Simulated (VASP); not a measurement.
**H8CO6: single point with PBE**

The system is H8CO6.

```
CELL_PARAMETERS angstrom
5.70827 0.00000 0.00000
0.00000 5.70827 0.00000
0.00000 0.00000 5.70827
ATOMIC_POSITIONS crystal
O 0.61758 0.58230 0.51147
O 0.14880 0.48307 0.34142
O 0.04026 0.03336 0.22981
O 0.04252 0.42365 0.82184
O 0.46121 0.83310 0.07691
O 0.64233 0.05967 0.79183
H 0.77351 0.56737 0.47401
H 0.54700 0.65813 0.38143
H 0.17520 0.31218 0.33593
H 0.29913 0.54015 0.33266
H 0.95149 0.97254 0.37642
H 0.14186 0.89801 0.21744
H 0.12244 0.42955 0.68174
H 0.91066 0.33261 0.83417
C 0.59393 0.94233 0.94996
```

* Program: VASP 6.6.1
* Task: single point
* Functional: PBE
* Potentials or basis: VASP PAW PBE potentials, release 64 (O, H, C)
* Cutoff: 520 eV
* k mesh: 1 × 1 × 1
* Occupations: fermi-dirac, width 0.05 eV
* Spin: no spin polarisation

The pressure is 3.8 GPa, the largest force is 5.160 eV/Å and the band gap on the k mesh is 2.94 eV.

Forces on the atoms (eV/Å):
```
O   -2.555 -0.135  1.798
O   -2.072 -1.378  0.651
O   -1.736 -1.173  2.545
O    1.302  2.174  3.223
O    2.921  0.887 -0.816
O    1.877  0.992 -0.911
H    3.215 -0.438 -0.671
H    0.007  0.872 -0.947
H   -0.558  0.288 -0.462
H    2.449  0.934 -0.231
H    0.711  1.200 -1.764
H    0.442 -0.160 -0.720
H    0.658 -0.271 -2.748
H   -2.146 -1.834 -0.495
C   -4.517 -1.956  1.549
```

Stress tensor (GPa, compression positive):
```
 5.85  1.05 -0.36
 1.05  2.36  0.53
-0.36  0.53  3.27
```

Levels at points of the mesh, in eV from the valence-band top:
| k point | band 20 | band 21 | band 22 | band 23 | band 24 | band 25 | band 26 | band 27 | band 28 | band 29 |
| --- | --- | --- | --- | --- | --- | --- | --- | --- | --- | --- |
| (0.00, 0.00, 0.00) | -1.91 | -1.48 | -1.11 | -0.50 | 0.00 | 2.94 | 4.78 | 5.16 | 7.47 | 8.51 |

Run time: 15 s on 1 thread of Intel(R) Xeon(R) Platinum 8559C (Emerald Rapids) (shared host), peak memory 0.24 GiB.

Caveat: the k points lie up to 1.10 Å⁻¹ apart.
